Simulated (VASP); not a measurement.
# Ca (Pm-3m) in VASP: further runs, part 2 of 2

VASP 6.6.1.

## (3) Single point, PBE+D3(BJ)

This run uses another cell than the first one, of 40.53 Å³/atom, 1.011 times its volume.

The input, INCAR:

```
PREC     = Accurate       # precision mode
ENCUT    = 520            # plane-wave cutoff, eV
EDIFF    = 1E-7           # SCF threshold, eV
ISMEAR   = 1              # smearing method
SIGMA    = 0.05           # smearing width, eV
LREAL    = F              # projectors in reciprocal space
LASPH    = T              # aspherical terms in the spheres
NELM     = 100            # most SCF steps
ALGO     = Normal         # electronic algorithm
ISIF     = 2              # what is computed and relaxed
LWAVE    = F              # write WAVECAR
LCHARG   = T              # write CHGCAR
GGA      = PE             # functional
IVDW     = 12             # dispersion correction
LELF     = T              # ELF
LVHAR    = T            
NBANDS   = 11             # bands
```

The input, KPOINTS:

```
regular mesh
0
Gamma
  11 11 11
```

The input, POSCAR:

```
Ca
1.0
    3.4350668908      0.0000000000      0.0000000000
    0.0000000000      3.4350668908      0.0000000000
    0.0000000000      0.0000000000      3.4350668908
Ca
1
Direct
    0.0000000000      0.0000000000      0.0000000000
```

Potentials or basis: VASP PAW PBE potentials, release 64 (Ca_sv).

Run with:

```sh
$ cat potpaw_PBE.64/Ca_sv/POTCAR > POTCAR
$ mpirun -np 1 vasp_std > vasp.out
```

OUTCAR:

```text
PREC = Accurate
   ENCUT = 520
   EDIFF = 1E-7
   ISMEAR = 1
   LREAL = F
   LASPH = T
   NELM = 100
   ISIF = 2
   GGA = PE
   IVDW = 12
 IVDW          = 12

 ion  position               nearest neighbor table
   1  0.000  0.000  0.000-

  LATTYP: Found a simple cubic cell.
 ALAT       =     3.4350668908

  Lattice vectors:

 A1 = (   3.4350668908,   0.0000000000,   0.0000000000)
 A2 = (   0.0000000000,   3.4350668908,   0.0000000000)
 A3 = (   0.0000000000,   0.0000000000,   3.4350668908)

Analysis of symmetry for initial positions (statically):
=====================================================================
 Subroutine PRICEL returns:
 Original cell was already a primitive cell.

 Routine SETGRP: Setting up the symmetry group for a
 simple cubic supercell.

 Subroutine GETGRP returns: Found 48 space group operations
 (whereof 48 operations were pure point group operations)
 out of a pool of 48 trial point group operations.

The static configuration has the point symmetry O_h .

Analysis of symmetry for dynamics (positions and initial velocities):
=====================================================================
 Subroutine PRICEL returns:
 Original cell was already a primitive cell.

 Routine SETGRP: Setting up the symmetry group for a
 simple cubic supercell.

 Subroutine GETGRP returns: Found 48 space group operations
 (whereof 48 operations were pure point group operations)
 out of a pool of 48 trial point group operations.

The dynamic configuration has the point symmetry O_h .

 Subroutine INISYM returns: Found 48 space group operations
 (whereof 48 operations are pure point group operations),
 and found     1 'primitive' translations

----------------------------------------------------------------------------------------

                                     Primitive cell

  volume of cell :      40.5327

  direct lattice vectors                    reciprocal lattice vectors
     3.435066891  0.000000000  0.000000000     0.291115146  0.000000000  0.000000000
     0.000000000  3.435066891  0.000000000     0.000000000  0.291115146  0.000000000
     0.000000000  0.000000000  3.435066891     0.000000000  0.000000000  0.291115146

  length of vectors
     3.435066891  3.435066891  3.435066891     0.291115146  0.291115146  0.291115146

  position of ions in fractional coordinates (direct lattice)
     0.000000000  0.000000000  0.000000000

  ion indices of the primitive-cell ions
   primitive index   ion index
                 1           1

----------------------------------------------------------------------------------------

 KPOINTS: regular mesh

Automatic generation of k-mesh.
 Grid dimensions read from file:
 generate k-points for:   11   11   11

 Generating k-lattice:

  Cartesian coordinates                     Fractional coordinates (reciprocal lattice)
     0.026465013  0.000000000  0.000000000     0.090909091  0.000000000  0.000000000
     0.000000000  0.026465013  0.000000000     0.000000000  0.090909091  0.000000000
     0.000000000  0.000000000  0.026465013     0.000000000  0.000000000  0.090909091

  Length of vectors
     0.026465013  0.026465013  0.026465013

  Shift w.r.t. Gamma in fractional coordinates (k-lattice)
     0.000000000  0.000000000  0.000000000

 Subroutine IBZKPT returns following result:
 ===========================================

 Found     56 irreducible k-points:

 Following reciprocal coordinates:
            Coordinates               Weight
  0.000000  0.000000  0.000000      1.000000
  0.090909  0.000000  0.000000      6.000000
  0.181818  0.000000  0.000000      6.000000
  0.272727  0.000000  0.000000      6.000000
  0.363636  0.000000  0.000000      6.000000
  0.454545  0.000000  0.000000      6.000000
[... 16 lines left out ...]
  0.181818  0.090909  0.090909     24.000000
  0.272727  0.090909  0.090909     24.000000
 [... further k-points ...]
   k-points           NKPTS =     56   k-points in BZ     NKDIM =     56   number of bands    NBANDS=     11
   number of dos      NEDOS =    301   number of ions     NIONS =      1
   total plane-waves  NPLWV =  21952
   dimension x,y,z NGX =    28 NGY =   28 NGZ =   28
   dimension x,y,z NGXF=    56 NGYF=   56 NGZF=   56
   ions per type =               1
   NGX,Y,Z   is equivalent  to a cutoff of  13.55, 13.55, 13.55 a.u.
   NGXF,Y,Z  is equivalent  to a cutoff of  27.10, 27.10, 27.10 a.u.
 SYSTEM =  unknown system
   PREC   = accura    normal or accurate (medium, high low for compatibility)
   ISTART =      0    job   : 0-new  1-cont  2-samecut
   ICHARG =      2    charge: 1-file 2-atom 10-const
   ISPIN  =      1    spin polarized calculation?
   LNONCOLLINEAR =      F non collinear calculations
   LSORBIT =      F    spin-orbit coupling
   LASPH  =      T    aspherical Exc in radial PAW
   ENCUT  =  520.0 eV  38.22 Ry    6.18 a.u.   6.39  6.39  6.39*2*pi/ulx,y,z
   NELM   =    100;   NELMIN=  2; NELMDL= -5     # of ELM steps
   EDIFF  = 0.1E-06   stopping-criterion for ELM
   LREAL  =      F    real-space projection
   EDIFFG = 0.1E-05   stopping-criterion for IOM
   NSW    =      0    number of steps for IOM
   IBRION =     -1    ionic relax: 0-MD 1-quasi-New 2-CG
   NFREE  =      0    steps in history (QN), initial steepest desc. (CG)
   ISIF   =      2    stress and relaxation
   ISYM   =      2    0-nonsym 1-usesym 2-fastsym
   POTIM  = 0.5000    time-step for ionic-motion
   TEBEG  =    0.0;   TEEND  =   0.0 temperature during run
   PSTRESS=    0.0 pullay stress
   NELECT =      10.0000    total number of electrons
   NUPDOWN=      -1.0000    fix difference up-down
   EMIN   =  10.00;   EMAX   =-10.00  energy-range for DOS
   EFERMI =   0.00;   METHOD = LEGACY
   ISMEAR =     1;   SIGMA  =   0.05  broadening in eV -4-tet -1-fermi 0-gaus
   EFERMI_NEDOS =   21; number of points for ismear=-14 and -15
   IALGO  =     38    algorithm
   IMIX   =      4    mixing-type and parameters
     AMIX     =   0.40;   BMIX     =  1.00
     AMIX_MAG =   1.60;   BMIX_MAG =  1.00
  volume/ion in A,a.u.               =      40.53       273.53
  Fermi-wavevector in a.u.,A,eV,Ry     =   1.026770  1.940313 14.344019  1.054256
  Thomas-Fermi vector in A             =   2.160680
   LORBIT       =      0    0 simple, 1 ext, 2 COOP (PROOUT), +10 PAW based schemes
   GGA     = PE    functional components
   LHFCALC =     F    Hartree Fock is set to
   AEXX    =    0.0000 exact exchange contribution
   IVDW    =    12    specifies the selected vdW correction
   LEPSILON=     F    determine dielectric tensor
   LRPA    =     F    only Hartree local field effects (RPA)
 non-spin polarized calculation
 Methfessel and Paxton  Order N= 1 SIGMA  =   0.05
  energy-cutoff  :      520.00
  volume of cell :       40.53
 maximum number of plane-waves:      1108
 NGX is ok and might be reduce to    28
   NGX = 13   NGY = 13   NGZ = 13

 number of electron      10.0000002 magnetization

 Free energy of the ion-electron system (eV)
  ---------------------------------------------------
  ext. energy  EPLUGINS =         0.00000000
  ---------------------------------------------------
  free energy    TOTEN  =        -1.52489356 eV

  energy without entropy =       -1.52429475  energy(sigma->0) =       -1.52469395

 E-fermi :   1.9942     XC(G=0):  -7.8400

 val. band max:        1.9708721355   @ k =   0.4545   0.1818   0.0909
 cond. band min:       2.0030186275   @ k =   0.4545   0.3636   0.2727
 fundamental gap:      0.0321464920
 Fermi energy:         1.9942248265

 k-point     1 :       0.0000    0.0000    0.0000
  band No.  band energies     occupation
      1     -40.0848      2.00000
      2     -20.9559      2.00000
      3     -20.9559      2.00000
      4     -20.9559      2.00000
      5      -1.9085      2.00000
      6       2.8408     -0.00000
      7       2.8408     -0.00000
      8       6.3150      0.00000
      9       6.3150      0.00000
     10       6.3150      0.00000
     11      11.0534      0.00000
[... 309 lines left out ...]
 k-point    24 :       0.2727    0.0909    0.0909
  band No.  band energies     occupation
      1     -40.0674      2.00000
      2     -21.1013      2.00000
      3     -20.9627      2.00000
      4     -20.9608      2.00000
      5      -0.6333      2.00000
      6       2.9999      0.00000
      7       3.2302      0.00000
      8       5.3034      0.00000
      9       5.3207      0.00000
     10       6.1349      0.00000
     11       8.3709      0.00000

 [... further k-points ...]

------------------------ aborting loop because EDIFF is reached ----------------------------------------

 Edisp (eV)   -0.24052

 E8    (eV) :    -0.1219

  FORCE on cell =-STRESS in cart. coord.  units (eV):
  Direction    XX          YY          ZZ          XY          YZ          ZX
  --------------------------------------------------------------------------------------
  -------------------------------------------------------------------------------------
  Total       0.01482     0.01482     0.01482     0.00000     0.00000     0.00000
  in kB       0.58587     0.58587     0.58587     0.00000     0.00000     0.00000
  external pressure =        0.59 kB  Pullay stress =        0.00 kB

 VOLUME and BASIS-vectors are now :
 -----------------------------------------------------------------------------
  energy-cutoff  :      520.00
  volume of cell :       40.53
      direct lattice vectors                 reciprocal lattice vectors
     3.435066891  0.000000000  0.000000000     0.291115146  0.000000000  0.000000000
     0.000000000  3.435066891  0.000000000     0.000000000  0.291115146  0.000000000
     0.000000000  0.000000000  3.435066891     0.000000000  0.000000000  0.291115146

 POSITION                                       TOTAL-FORCE (eV/Angst)
 -----------------------------------------------------------------------------------
      0.00000      0.00000      0.00000         0.000000      0.000000      0.000000
 -----------------------------------------------------------------------------------
    total drift:                               -0.000000     -0.000000     -0.000000

  FREE ENERGIE OF THE ION-ELECTRON SYSTEM (eV)
  ---------------------------------------------------
  free  energy   TOTEN  =        -1.7654164298 eV

  energy  without entropy=       -1.7648176236  energy(sigma->0) =       -1.76521683
```

Run time: 12 s. Hardware: 1 thread of Intel Xeon Platinum 8559C (Emerald Rapids), shared host; peak memory 0.17 GiB.

Results:

| Property | Result |
| --- | --- |
| Free energy | -1.7654 eV |
| Pressure | 0.1 GPa |
| Band gap on the k mesh | zero (band 5 reaches 2.60 eV, above the bottom of band 6 at 1.77 eV) |
| Dispersion energy per atom | -0.241 eV |

Levels at points of the mesh, in eV from the Fermi level:
```
           k point  band 1  band 2  band 3  band 4  band 5  band 6  band 7  band 8  band 9  band 10
(0.00, 0.00, 0.00)  -42.08  -22.95  -22.95  -22.95   -3.90    0.85    0.85    4.32    4.32     4.32
```

Caveat: pairwise dispersion overbinds metals, which lowers pressure and volume.

## (4) Single point, PBE

This run uses another cell than the first one, of 43.79 Å³/atom, 1.093 times its volume.

The input, INCAR:

```
  ALGO = Normal
  EDIFF = 1E-7
  ENCUT = 520
  GGA = PE
  ISIF = 2
  ISMEAR = 1
  LASPH = True
  LCHARG = False
  LREAL = False
  LWAVE = False
  NBANDS = 11
  NELM = 80
  PREC = Accurate
  SIGMA = 0.05
```

The input, KPOINTS:

```
k-points
0
Gamma
  11 11 11
```

The input, POSCAR:

```
Ca
1.0
    3.5246925390      0.0000000000      0.0000000000
    0.0000000000      3.5246925390      0.0000000000
    0.0000000000      0.0000000000      3.5246925390
Ca
1
Direct
    0.0000000000      0.0000000000      0.0000000000
```

Run with:

```sh
$ cat potpaw_PBE.64/Ca_sv/POTCAR > POTCAR
$ mpirun -np 1 vasp_std > vasp.out
```

It took 11 s on 1 thread of Intel Xeon Platinum 8559C (Emerald Rapids), shared host; peak memory 0.16 GiB.

The run converged. Its results:

```
Free energy            : -1.5358 eV
Pressure               : 0.0 GPa
Band gap on the k mesh : zero (band 5 reaches 2.34 eV, above the bottom of band 6 at 1.42 eV)
```

Levels at points of the mesh, in eV from the Fermi level:
| k point | band 3 | band 4 | band 5 | band 6 | band 7 | band 8 |
| --- | --- | --- | --- | --- | --- | --- |
| (0.00, 0.00, 0.00) | -23.15 | -23.15 | -3.83 | 0.81 | 0.81 | 4.02 |

## (5) Relaxation of cell and atoms, PBE

This run uses another cell than the first one, of 17.88 Å³/atom, 0.446 times its volume.

The input, INCAR:

```
SYSTEM = Ca
ALGO = Normal
EDIFF = 1E-7
EDIFFG = -0.05
ENCUT = 600
GGA = PE
IBRION = 2
ISIF = 3
ISMEAR = 1
LASPH = .True.
LCHARG = .False.
LREAL = .False.
LWAVE = .False.
NELM = 60
NSW = 60
PREC = Accurate
SIGMA = 0.05
```

The input, KPOINTS:

```
k-points
0
Gamma
  11 11 11
  0 0 0
```

The input, POSCAR:

```
Ca
1.0
    2.6150000000      0.0000000000      0.0000000000
    0.0000000000      2.6150000000      0.0000000000
    0.0000000000      0.0000000000      2.6150000000
Ca
1
Direct
    0.0000000000      0.0000000000      0.0000000000
```

Run with:

```sh
$ cat potpaw_PBE.64/Ca_sv/POTCAR > POTCAR
$ mpirun -np 1 vasp_std > vasp.out
```

Wall time 25 s (1 thread of Intel Xeon Platinum 8559C (Emerald Rapids), shared host); peak memory 0.14 GiB.

The run converged. Its results:

- Free energy: -1.5258 eV
- Relaxed volume: 43.58 Å³/atom
- Relaxed cell: a = 3.519 Å, b = 3.519 Å, c = 3.519 Å, α = 90.00°, β = 90.00°, γ = 90.00°
- Space group after relaxing (to 0.05 Å): Pm-3m (No. 221)
- Energy gained by relaxing: 1749.0 meV/atom
- Ionic steps: 5
- Pressure after relaxing: -0.1 GPa
- Band gap on the k mesh: zero (band 5 reaches 2.35 eV, above the bottom of band 6 at 1.44 eV)

The path:
```tsv
step	energy change (eV)	largest force (eV/Å)	pressure (GPa)	volume (Å³)
1	0.0000	0.0000	43.89	17.88
2	-1.6443	0.0000	4.13	33.79
3	-1.7203	0.0000	1.77	38.15
4	-1.7325	0.0000	-1.06	47.97
5	-1.7490	0.0000	-0.06	43.58
```

Final structure:
```xyz
1
Lattice="3.5190 0.0000 0.0000 0.0000 3.5190 0.0000 0.0000 0.0000 3.5190" Properties=species:S:1:pos:R:3 pbc="T T T"
Ca    0.0000    0.0000    0.0000
```

Levels at points of the mesh, in eV from the Fermi level:
| k point | band 1 | band 2 | band 3 | band 4 | band 5 | band 6 | band 7 | band 8 | band 9 |
| --- | --- | --- | --- | --- | --- | --- | --- | --- | --- |
| (0.00, 0.00, 0.00) | -42.25 | -23.14 | -23.14 | -23.14 | -3.84 | 0.82 | 0.82 | 4.04 | 4.04 |

Caveat: the volume moved by over 15 % at a fixed basis, so the end points are rough; the volume moved by +144 % from the deposited cell, more than functionals usually miss. Zero-point motion and thermal expansion aren't in these numbers.

## (6) Summary

| task | level | cell | cutoff (eV) | gap on the mesh (eV) | pressure (GPa) |
| --- | --- | --- | --- | --- | --- |
| single point | revPBE+D3(BJ) | a = 3.422 Å, 1 atom | 520 | none | 0.0 |
| single point | PBE+D3(BJ) | a = 3.435 Å, 1 atom | 520 | none | 0.1 |
| single point | PBE | a = 3.525 Å, 1 atom | 520 | none | 0.0 |
| relaxation of cell and atoms | PBE | relaxed from a = 2.615 Å, 1 atom | 600 | none | -0.1 |

Alike in all rows: potentials or basis VASP PAW PBE potentials, release 64 (Ca_sv); no spin polarisation; k mesh 11 × 11 × 11; smearing methfessel-paxton 0.05 eV.

Caveats: pairwise dispersion overbinds metals, which lowers pressure and volume (some runs); the PAW data sets were made with another functional, which shifts forces and pressure a little (some runs); the volume moved by over 15 % at a fixed basis, so the end points are rough (some runs); the volume moved by +144 % from the deposited cell, more than functionals usually miss (some runs).

Absolute energies hang on the potentials; compare differences alone.
